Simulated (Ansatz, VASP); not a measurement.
# Two plane-wave programs on Hf

File POSCAR:

```
Hf
1.0
    0.0000000000      2.2200000000      2.2200000000
    2.3310000000      0.0000000000      2.2200000000
    2.3310000000      2.2200000000      0.0000000000
Hf
1
Direct
    0.0000000000      0.0000000000      0.0000000000
```

File INCAR.step1:

```
SYSTEM = Hf
PREC = Accurate
ENCUT = 520
ISMEAR = 0
SIGMA = 0.15
LREAL = .FALSE.
LASPH = .TRUE.
NELM = 100
NBANDS = 11
GGA = PE
ALGO = Normal
EDIFF = 1E-4
LWAVE = .TRUE.
LCHARG = .FALSE.
```

Contents of INCAR.step2:

```
SYSTEM = Hf
PREC = Accurate
ENCUT = 520
EDIFF = 1E-6
ISMEAR = 0
SIGMA = 0.15
LREAL = .FALSE.
LASPH = .TRUE.
NELM = 100
ALGO = Normal
ISIF = 2
LWAVE = .FALSE.
LCHARG = .FALSE.
METAGGA = R2SCAN
LMIXTAU = .TRUE.
NBANDS = 11
ISTART = 1
```

The input KPOINTS:

```
Automatic mesh
0
G
  18 18 18
  0 0 0
```

Input for Ansatz:

```yaml
crystal:
  lattice:
    - [0.0, 2.22, 2.22]
    - [2.331, 0.0, 2.22]
    - [2.331, 2.22, 0.0]
  atoms:
    - { symbol: Hf, position: [0.0, 0.0, 0.0] }
basis:
  ecutwfc: 500
kpoints:
  mp_grid: { grid: [18, 18, 18] }
hamiltonian:
  xc: r2scan
scf:
  occupations: { method: gaussian, width: 0.15 }
output:
  forces: true
  stress: true
  eigenvalues: true
```

Change from the starting cell: strain +0.0500 x Voigt [1, 0, 0, 0, 0, 0], atoms carried along.

Alike in both runs: task single point; functional r2SCAN; k mesh 18 × 18 × 18; occupations gaussian, width 0.15 eV; no spin polarisation.

|  | VASP | Ansatz |
| --- | --- | --- |
| version | VASP 6.6.1 | Ansatz 0.2.0 |
| potentials or method | VASP PAW PBE potentials, release 64 (Hf_pv), cutoff 520 eV | scalar-relativistic, plane waves, PAW |
| valence electrons in the cell | 10 | 26 |

```tsv
	VASP	Ansatz	Ansatz less VASP
gap on the k mesh at the Fermi level (eV)	none	none	-
pressure (GPa)	-2.8	-2.3	+0.53
traceless stress, the component that is largest in VASP (GPa)	-1.86	-1.85	+0.010
```

VASP's potentials were made for PBE, not for r2SCAN. A gap of «none» marks a metal or a gap that the smearing closes. With one functional, cell and mesh, what is left measures potentials, basis and numerics. VASP's potentials hold 10 valence electrons a cell and Ansatz's 26, so a difference there can come from the potentials and not from the codes.

Neither program's run includes spin-orbit coupling.
